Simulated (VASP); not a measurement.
Hf:

```
Hf
1.0
    -1.80500    1.80500    1.80500
     1.80500   -1.80500    1.80500
     1.80500    1.80500   -1.80500
Hf
1
Cartesian
  0.0000 0.0000 0.0000
```

Base run:

```yaml
Program: VASP 6.6.1
Functional: PBEsol
Potentials_or_basis: VASP PAW PBE potentials, release 64 (Hf_pv)
Cutoff: 520 eV
k_mesh: 8 × 8 × 8
Occupations: fermi-dirac, width 0.05 eV
Spin: non-collinear spin, zero start, spin-orbit coupling
Starting_moments: "[[0.0, 0.0, 0.0]] μB"
```

Its results: pressure -9.9 GPa; net moment 0.00 μB per cell.

Problem. The run is repeated on the same cell with these changes: k mesh from 8 × 8 × 8 to 7 × 7 × 7. What comes out?

Solution. Pressure -8.6 GPa; net moment 0.00 μB per cell.

Caveats: the PAW data sets were made with another functional, which shifts forces and pressure a little.
